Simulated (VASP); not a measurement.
A run of VASP 6.6.1:

POSCAR

```
Yb
1.0
    3.3912129185      0.0000000000      0.0000000000
    0.0000000000      3.3912129185      0.0000000000
    0.0000000000      0.0000000000      3.3912129185
Yb
1
Direct
    0.0000000000      0.0000000000      0.0000000000
```

File INCAR.step1:

```
SYSTEM = Yb
  PREC = Accurate
  ENCUT = 520
  EDIFF = 1E-6
  ISMEAR = -1
  SIGMA = 0.1
  LREAL = .False.
  LASPH = .True.
  NELM = 80
  ALGO = Normal
  ISIF = 2
  LWAVE = .False.
  LCHARG = .True.
  LMAXMIX = 6
  GGA = PE
  NBANDS = 18
```

The input KPOINTS.step1:

```
Automatic mesh
0
Gamma
  13 13 13
  0 0 0
```

The input INCAR.step2:

```
SYSTEM = Yb
  PREC = Accurate
  ENCUT = 520
  EDIFF = 1E-6
  ISMEAR = -5
  SIGMA = 0.1
  LREAL = .False.
  LASPH = .True.
  NELM = 80
  ALGO = Normal
  ISIF = 2
  LWAVE = .False.
  LCHARG = .False.
  LMAXMIX = 6
  GGA = PE
  LORBIT = 11
  NEDOS = 2001
  ICHARG = 11
```

The input KPOINTS.step2:

```
Automatic mesh
0
Gamma
  20 20 20
  0 0 0
```

Potentials or basis: VASP PAW PBE potentials, release 64 (Yb).

Run with:

```bash
$ cat potpaw_PBE.64/Yb/POTCAR > POTCAR
$ cp INCAR.step1 INCAR
$ cp KPOINTS.step1 KPOINTS
$ mpirun -np 1 vasp_std > vasp.out
$ cp INCAR.step2 INCAR
$ cp KPOINTS.step2 KPOINTS
$ mpirun -np 1 vasp_std > vasp.out
```

Hardware: 1 thread of Intel(R) Xeon(R) 6975P-C (Granite Rapids) (shared host).

Problem. Estimate the wall time of this run.

Solution. It took 120 s on 1 thread of Intel(R) Xeon(R) 6975P-C (Granite Rapids) (shared host), peak memory 0.32 GiB. Counts: k points 286.
